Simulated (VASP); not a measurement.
# SiNi (P2_13) in VASP: a series of runs

Runs on SiNi. Level: PBEsol. Tasks: single point.

Everything below comes from runs of VASP 6.6.1. Logs are shortened: lines on timing, memory, paths and dates and some standing lists are left out, and cuts for length are marked.

## 1. The cell of the first run

Symmetry: P2_13, No. 198, cubic system. Conventional cell: a = 4.504 Å, b = 4.504 Å, c = 4.504 Å, α = 90.00°, β = 90.00°, γ = 90.00°. Within 3.1 Å of Ni (site symmetry 3) lie 7 Si at 2.36 to 2.44 Å and 6 Ni at 2.78 Å. Si (site symmetry 3) has 7 Ni at 2.36 to 2.44 Å and 6 Si at 2.78 Å within 3.1 Å.

## 2. Single point, PBEsol, collinear spin, ferromagnetic start

INCAR reads:

```
SYSTEM = SiNi
PREC = Accurate ; ENCUT = 520
EDIFF = 1E-7 ; ISMEAR = -1
SIGMA = 0.05 ; LREAL = .False.
LASPH = .True. ; NELM = 150
ALGO = Normal ; ISIF = 2
LWAVE = .False. ; LCHARG = .False.
ISPIN = 2 ; MAGMOM = 0.5 0.5 0.5 0.5 0 0 0 0
LORBIT = 11 ; NUPDOWN = 2.0
LMAXMIX = 4 ; GGA = PS
NBANDS = 42
```

KPOINTS reads:

```
regular mesh
0
Gamma
  5 5 5
  0 0 0
```

POSCAR reads:

```
SiNi
1.0
    4.5036940000      0.0000000000      0.0000000000
    0.0000000000      4.5036940000      0.0000000000
    0.0000000000      0.0000000000      4.5036940000
Ni Si
4 4
Direct
    0.1495040000      0.1495040000      0.1495040000
    0.6495040000      0.3504960000      0.8504960000
    0.8504960000      0.6495040000      0.3504960000
    0.3504960000      0.8504960000      0.6495040000
    0.8468300000      0.8468300000      0.8468300000
    0.3468300000      0.6531700000      0.1531700000
    0.1531700000      0.3468300000      0.6531700000
    0.6531700000      0.1531700000      0.3468300000
```

Potentials or basis: VASP PAW PBE potentials, release 64 (Ni, Si).

The run is started by

```console
$ cat potpaw_PBE.64/Ni/POTCAR potpaw_PBE.64/Si/POTCAR > POTCAR
$ mpirun -np 1 vasp_std > vasp.out
```

OUTCAR:

```text
SYSTEM = SiNi
   PREC = Accurate
   ENCUT = 520
   EDIFF = 1E-7
   ISMEAR = -1
   LREAL = .False.
   LASPH = .True.
   NELM = 150
   ISIF = 2
   ISPIN = 2
   LORBIT = 11
   NUPDOWN = 2.0
   GGA = PS

 ion  position               nearest neighbor table
   1  0.150  0.150  0.150-   5 2.36   6 2.41   7 2.41   8 2.41   6 2.44   7 2.44   8 2.44   2 2.78
                             4 2.78   4 2.78   2 2.78   3 2.78   3 2.78
   2  0.650  0.350  0.850-   6 2.36   5 2.41   7 2.41   8 2.41   7 2.44   8 2.44   5 2.44   3 2.78
                             1 2.78   3 2.78   1 2.78   4 2.78   4 2.78
   3  0.850  0.650  0.350-   7 2.36   6 2.41   5 2.41   8 2.41   8 2.44   5 2.44   6 2.44   2 2.78
                             2 2.78   4 2.78   4 2.78   1 2.78   1 2.78
   4  0.350  0.850  0.650-   8 2.36   6 2.41   7 2.41   5 2.41   6 2.44   7 2.44   5 2.44   1 2.78
                             1 2.78   3 2.78   3 2.78   2 2.78   2 2.78
   5  0.847  0.847  0.847-   1 2.36   2 2.41   3 2.41   4 2.41   2 2.44   3 2.44   4 2.44   6 2.78
                             7 2.78   8 2.78   8 2.78   7 2.78   6 2.78
   6  0.347  0.653  0.153-   2 2.36   1 2.41   3 2.41   4 2.41   3 2.44   4 2.44   1 2.44   8 2.78
                             5 2.78   7 2.78   7 2.78   8 2.78   5 2.78
   7  0.153  0.347  0.653-   3 2.36   2 2.41   1 2.41   4 2.41   4 2.44   1 2.44   2 2.44   8 2.78
                             5 2.78   6 2.78   5 2.78   6 2.78   8 2.78
   8  0.653  0.153  0.347-   4 2.36   2 2.41   3 2.41   1 2.41   2 2.44   3 2.44   1 2.44   7 2.78
                             5 2.78   5 2.78   6 2.78   6 2.78   7 2.78

  LATTYP: Found a simple cubic cell.
 ALAT       =     4.5036940000

  Lattice vectors:

 A1 = (   4.5036940000,   0.0000000000,   0.0000000000)
 A2 = (   0.0000000000,   4.5036940000,   0.0000000000)
 A3 = (   0.0000000000,   0.0000000000,   4.5036940000)

Analysis of symmetry for initial positions (statically):
=====================================================================
 Subroutine PRICEL returns:
 Original cell was already a primitive cell.

 Routine SETGRP: Setting up the symmetry group for a
 simple cubic supercell.

 Subroutine GETGRP returns: Found 12 space group operations
 (whereof  3 operations were pure point group operations)
 out of a pool of 48 trial point group operations.

The static configuration has the point symmetry C_3 .
 The point group associated with its full space group is T   .

Analysis of symmetry for dynamics (positions and initial velocities):
=====================================================================
 Subroutine PRICEL returns:
 Original cell was already a primitive cell.

 Routine SETGRP: Setting up the symmetry group for a
 simple cubic supercell.

 Subroutine GETGRP returns: Found 12 space group operations
 (whereof  3 operations were pure point group operations)
 out of a pool of 48 trial point group operations.

The dynamic configuration has the point symmetry C_3 .
 The point group associated with its full space group is T   .

Analysis of structural, dynamic, and magnetic symmetry:
=====================================================================
 Subroutine PRICEL returns:
 Original cell was already a primitive cell.

 Routine SETGRP: Setting up the symmetry group for a
 simple cubic supercell.

 Subroutine GETGRP returns: Found 12 space group operations
 (whereof  3 operations were pure point group operations)
 out of a pool of 48 trial point group operations.

The overall configuration has the point symmetry C_3 .
 The point group associated with its full space group is T   .

 Subroutine INISYM returns: Found 12 space group operations
 (whereof  3 operations are pure point group operations),
 and found     1 'primitive' translations

----------------------------------------------------------------------------------------

                                     Primitive cell

  volume of cell :      91.3496

  direct lattice vectors                    reciprocal lattice vectors
     4.503694000  0.000000000  0.000000000     0.222039952  0.000000000  0.000000000
     0.000000000  4.503694000  0.000000000     0.000000000  0.222039952  0.000000000
     0.000000000  0.000000000  4.503694000     0.000000000  0.000000000  0.222039952

  length of vectors
     4.503694000  4.503694000  4.503694000     0.222039952  0.222039952  0.222039952

  position of ions in fractional coordinates (direct lattice)
     0.149504000  0.149504000  0.149504000
     0.649504000  0.350496000  0.850496000
     0.850496000  0.649504000  0.350496000
     0.350496000  0.850496000  0.649504000
     0.846830000  0.846830000  0.846830000
     0.346830000  0.653170000  0.153170000
     0.153170000  0.346830000  0.653170000
     0.653170000  0.153170000  0.346830000

  ion indices of the primitive-cell ions
   primitive index   ion index
                 1           1
                 2           2
                 3           3
                 4           4
                 5           5
                 6           6
                 7           7
                 8           8

----------------------------------------------------------------------------------------

 KPOINTS: regular mesh

Automatic generation of k-mesh.
 Grid dimensions read from file:
 generate k-points for:    5    5    5

 Generating k-lattice:

  Cartesian coordinates                     Fractional coordinates (reciprocal lattice)
     0.044407990  0.000000000  0.000000000     0.200000000  0.000000000  0.000000000
     0.000000000  0.044407990  0.000000000     0.000000000  0.200000000  0.000000000
     0.000000000  0.000000000  0.044407990     0.000000000  0.000000000  0.200000000

  Length of vectors
     0.044407990  0.044407990  0.044407990

  Shift w.r.t. Gamma in fractional coordinates (k-lattice)
     0.000000000  0.000000000  0.000000000

 Subroutine IBZKPT returns following result:
 ===========================================

 Found     11 irreducible k-points:

 Following reciprocal coordinates:
            Coordinates               Weight
  0.000000  0.000000  0.000000      1.000000
  0.200000  0.000000  0.000000      6.000000
  0.400000  0.000000  0.000000      6.000000
  0.200000  0.200000  0.000000     12.000000
  0.400000  0.200000  0.000000     12.000000
 -0.200000  0.400000  0.000000     12.000000
  0.400000  0.400000  0.000000     12.000000
  0.200000  0.200000  0.200000      8.000000
  0.400000  0.200000  0.200000     24.000000
  0.400000  0.400000  0.200000     24.000000
  0.400000  0.400000  0.400000      8.000000
   k-points           NKPTS =     11   k-points in BZ     NKDIM =     11   number of bands    NBANDS=     42
   number of dos      NEDOS =    301   number of ions     NIONS =      8
   total plane-waves  NPLWV =  46656
   dimension x,y,z NGX =    36 NGY =   36 NGZ =   36
   dimension x,y,z NGXF=    72 NGYF=   72 NGZF=   72
   ions per type =               4   4
   NGX,Y,Z   is equivalent  to a cutoff of  13.29, 13.29, 13.29 a.u.
   NGXF,Y,Z  is equivalent  to a cutoff of  26.58, 26.58, 26.58 a.u.
 SYSTEM =  SiNi
   PREC   = accura    normal or accurate (medium, high low for compatibility)
   ISTART =      0    job   : 0-new  1-cont  2-samecut
   ICHARG =      2    charge: 1-file 2-atom 10-const
   ISPIN  =      2    spin polarized calculation?
   LNONCOLLINEAR =      F non collinear calculations
   LSORBIT =      F    spin-orbit coupling
   LASPH  =      T    aspherical Exc in radial PAW
   ENCUT  =  520.0 eV  38.22 Ry    6.18 a.u.   8.37  8.37  8.37*2*pi/ulx,y,z
   NELM   =    150;   NELMIN=  2; NELMDL= -5     # of ELM steps
   EDIFF  = 0.1E-06   stopping-criterion for ELM
   LREAL  =      F    real-space projection
   EDIFFG = 0.1E-05   stopping-criterion for IOM
   NSW    =      0    number of steps for IOM
   IBRION =     -1    ionic relax: 0-MD 1-quasi-New 2-CG
   NFREE  =      0    steps in history (QN), initial steepest desc. (CG)
   ISIF   =      2    stress and relaxation
   ISYM   =      2    0-nonsym 1-usesym 2-fastsym
   POTIM  = 0.5000    time-step for ionic-motion
   TEBEG  =    0.0;   TEEND  =   0.0 temperature during run
   PSTRESS=    0.0 pullay stress
   NELECT =      56.0000    total number of electrons
   NUPDOWN=       2.0000    fix difference up-down
   EMIN   =  10.00;   EMAX   =-10.00  energy-range for DOS
   EFERMI =   0.00;   METHOD = LEGACY
   ISMEAR =    -1;   SIGMA  =   0.05  broadening in eV -4-tet -1-fermi 0-gaus
   EFERMI_NEDOS =   21; number of points for ismear=-14 and -15
   IALGO  =     38    algorithm
   IMIX   =      4    mixing-type and parameters
     AMIX     =   0.40;   BMIX     =  1.00
     AMIX_MAG =   1.60;   BMIX_MAG =  1.00
  volume/ion in A,a.u.               =      11.42        77.06
  Fermi-wavevector in a.u.,A,eV,Ry     =   1.390706  2.628053 26.314523  1.934063
  Thomas-Fermi vector in A             =   2.514615
   LORBIT       =     11    0 simple, 1 ext, 2 COOP (PROOUT), +10 PAW based schemes
   GGA     = PS    functional components
   LHFCALC =     F    Hartree Fock is set to
   AEXX    =    0.0000 exact exchange contribution
   IVDW    =     0    specifies the selected vdW correction
   LEPSILON=     F    determine dielectric tensor
   LRPA    =     F    only Hartree local field effects (RPA)
 spin polarized calculation
  energy-cutoff  :      520.00
  volume of cell :       91.35
 maximum number of plane-waves:      2517
 NGX is ok and might be reduce to    36
   NGX = 17   NGY = 17   NGZ = 17

 number of electron      55.9999997 magnetization       2.0000000

 Free energy of the ion-electron system (eV)
  ---------------------------------------------------
  ext. energy  EPLUGINS =         0.00000000
  ---------------------------------------------------
  free energy    TOTEN  =       -51.02637548 eV

  energy without entropy =      -50.99786980  energy(sigma->0) =      -51.01212264

 E-fermi :  11.1592     XC(G=0): -12.6733

 val. band max:       12.1702083360   @ k =   0.2000   0.2000   0.0000
 cond. band min:      11.1641184885   @ k =  -0.2000   0.4000   0.0000
 fundamental gap:     -1.0060898474
 Fermi energy:        12.2845676931

 spin component 1

 k-point     1 :       0.0000    0.0000    0.0000
  band No.  band energies     occupation
      1      -2.4374      1.00000
      2       2.9546      1.00000
      3       2.9546      1.00000
      4       2.9546      1.00000
      5       5.4591      1.00000
      6       5.4591      1.00000
[... 32 lines left out ...]
     39      16.2688      0.00000
[... 429 lines left out ...]
     39      18.2828      0.00000
     40      18.3884      0.00000
 Fermi energy:        11.1592410777

 spin component 2

 k-point     1 :       0.0000    0.0000    0.0000
  band No.  band energies     occupation
      1      -2.2931      1.00000
      2       3.1356      1.00000
      3       3.1356      1.00000
      4       3.1356      1.00000
      5       5.6039      1.00000
      6       5.6039      1.00000
[... 32 lines left out ...]
     39      16.4103      0.00000
[... 429 lines left out ...]
     39      18.4395      0.00000
     40      18.5756      0.00000
 [bands above 40 left out]

------------------------ aborting loop because EDIFF is reached ----------------------------------------

  FORCE on cell =-STRESS in cart. coord.  units (eV):
  Direction    XX          YY          ZZ          XY          YZ          ZX
  --------------------------------------------------------------------------------------
  -------------------------------------------------------------------------------------
  Total       -1.3379143     -1.3379143     -1.3379143      0.0000000      0.0000000      0.0000000
  in kB      -23.4656316    -23.4656316    -23.4656316      0.0000000      0.0000000      0.0000000
  external PRESSURE =     -23.4656316 kB  Pullay stress =       0.0000000 kB

 VOLUME and BASIS-vectors are now :
 -----------------------------------------------------------------------------
  energy-cutoff  :      520.00
  volume of cell :       91.35
      direct lattice vectors                 reciprocal lattice vectors
     4.503694000  0.000000000  0.000000000     0.222039952  0.000000000  0.000000000
     0.000000000  4.503694000  0.000000000     0.000000000  0.222039952  0.000000000
     0.000000000  0.000000000  4.503694000     0.000000000  0.000000000  0.222039952

 POSITION                                       TOTAL-FORCE (eV/Angst)
 -----------------------------------------------------------------------------------
      0.67332      0.67332      0.67332        -0.030031     -0.030031     -0.030031
      2.92517      1.57853      3.83037        -0.030031      0.030031      0.030031
      3.83037      2.92517      1.57853         0.030031     -0.030031      0.030031
      1.57853      3.83037      2.92517         0.030031      0.030031     -0.030031
      3.81386      3.81386      3.81386        -0.029654     -0.029654     -0.029654
      1.56202      2.94168      0.68983        -0.029654      0.029654      0.029654
      0.68983      1.56202      2.94168         0.029654     -0.029654      0.029654
      2.94168      0.68983      1.56202         0.029654      0.029654     -0.029654
 -----------------------------------------------------------------------------------
    total drift:                                0.000000      0.000000     -0.000000

  FREE ENERGIE OF THE ION-ELECTRON SYSTEM (eV)
  ---------------------------------------------------
  free  energy   TOTEN  =       -51.0263754795 eV

  energy  without entropy=      -50.9978697971  energy(sigma->0) =      -51.01212264

 total charge

# of ion       s       p       d       tot
------------------------------------------
    1        0.461   0.607   8.487   9.554
    2        0.461   0.607   8.487   9.554
    3        0.461   0.607   8.487   9.554
    4        0.461   0.607   8.487   9.554
    5        0.747   0.841   0.000   1.588
    6        0.747   0.841   0.000   1.588
    7        0.747   0.841   0.000   1.588
    8        0.747   0.841   0.000   1.588
--------------------------------------------------
tot          4.831   5.793  33.946  44.570

 magnetization (x)

# of ion       s       p       d       tot
------------------------------------------
    1        0.011   0.018   0.319   0.349
    2        0.011   0.018   0.319   0.349
    3        0.011   0.018   0.319   0.349
    4        0.011   0.018   0.319   0.349
    5        0.041   0.039   0.000   0.080
    6        0.041   0.039   0.000   0.080
    7        0.041   0.039   0.000   0.080
    8        0.041   0.039   0.000   0.080
--------------------------------------------------
tot          0.209   0.231   1.276   1.715
```

Wall time 52 s (1 thread of Intel Xeon 6975P-C (Granite Rapids), shared host); peak memory 0.26 GiB.

Results:

| Quantity | Value |
| --- | --- |
| Free energy | -51.0264 eV |
| Pressure | -2.3 GPa |
| Largest force | 0.052 eV/Å |
| Net moment | 2.00 μB per cell |
| Site moments | Ni +0.35; Si +0.08 μB |
| Valence electrons inside the program's atomic spheres | Ni 9.55; Si 1.59 |

Forces in eV/Å, atoms in the order of the input:
```
Ni  -0.030 -0.030 -0.030
Ni  -0.030  0.030  0.030
Ni   0.030 -0.030  0.030
Ni   0.030  0.030 -0.030
Si  -0.030 -0.030 -0.030
Si  -0.030  0.030  0.030
Si   0.030 -0.030  0.030
Si   0.030  0.030 -0.030
```

Caveat: the PAW data sets were made with another functional, which shifts forces and pressure a little; the total moment is fixed, so each spin has its own Fermi level.

## 3. Single point, PBEsol, collinear spin, ferromagnetic start

INCAR reads:

```
PREC = Accurate ; ENCUT = 520
EDIFF = 1E-6 ; ISMEAR = -1
SIGMA = 0.05 ; LREAL = F
LASPH = T ; NELM = 150
ALGO = Normal ; ISIF = 2
LWAVE = F ; LCHARG = F
ISPIN = 2 ; MAGMOM = 0.75 0.75 0.75 0.75 0 0 0 0
LORBIT = 11 ; NUPDOWN = 3.0
LMAXMIX = 4 ; GGA = PS
NBANDS = 42
```

KPOINTS reads:

```
Automatic mesh
0
Gamma
  5 5 5
```

POSCAR is that of step 2.

Potentials or basis: VASP PAW PBE potentials, release 64 (Ni, Si).

The run is started by

```console
$ cat potpaw_PBE.64/Ni/POTCAR potpaw_PBE.64/Si/POTCAR > POTCAR
$ mpirun -np 1 vasp_std > vasp.out
```

It took 46 s on 1 thread of Intel Xeon 6975P-C (Granite Rapids), shared host; peak memory 0.26 GiB.

Results (log left out):

| Item | Value |
| --- | --- |
| Free energy | -50.3858 eV |
| Pressure | -0.3 GPa |
| Largest force | 0.091 eV/Å |
| Net moment | 3.00 μB per cell |
| Site moments | Ni +0.52; Si +0.12 μB |
| Valence electrons inside the program's atomic spheres | Ni 9.55; Si 1.59 |

Forces in eV/Å, atoms in the order of the input:
```
Ni  -0.053 -0.053 -0.053
Ni  -0.053  0.053  0.053
Ni   0.053 -0.053  0.053
Ni   0.053  0.053 -0.053
Si  -0.048 -0.048 -0.048
Si  -0.048  0.048  0.048
Si   0.048 -0.048  0.048
Si   0.048  0.048 -0.048
```

Caveat: the PAW data sets were made with another functional, which shifts forces and pressure a little; the total moment is fixed, so each spin has its own Fermi level.

[end of part 1 of 2]
